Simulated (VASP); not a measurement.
A run of VASP 6.6.1 is set up as follows.

INCAR

```
SYSTEM = NbN
  ALGO = Normal
  EDIFF = 1E-6
  ENCUT = 600
  GGA = PS
  GGA_COMPAT = .False.
  ISIF = 2
  ISMEAR = 0
  LASPH = .True.
  LCHARG = .True.
  LELF = .True.
  LREAL = .False.
  LVHAR = .True.
  LWAVE = .False.
  NBANDS = 16
  NELM = 120
  PREC = Accurate
  SIGMA = 0.1
```

The input KPOINTS:

```
k-points
0
Gamma
  8 8 8
  0 0 0
```

File POSCAR:

```
NbN
1.0
    0.0000000000      2.1950000000      2.1950000000
    2.1950000000      0.0000000000      2.1950000000
    2.1950000000      2.1950000000      0.0000000000
Nb N
1 1
Direct
    0.0000000000      0.0000000000      0.0000000000
    0.5000000000      0.5000000000      0.5000000000
```

Potentials or basis: VASP PAW PBE potentials, release 64 (Nb_sv, N).

Run with:

```bash
$ cat potpaw_PBE.64/Nb_sv/POTCAR potpaw_PBE.64/N/POTCAR > POTCAR
$ mpirun -np 1 vasp_std > vasp.out
```

Question: Predict the pressure.

Answer: -2.6 GPa.

Question: Estimate the band gap on the k mesh.

Answer: Zero (bands 9 and 10 overlap by 3.55 eV).

Caveat: the PAW data sets were made with another functional, which shifts forces and pressure a little.
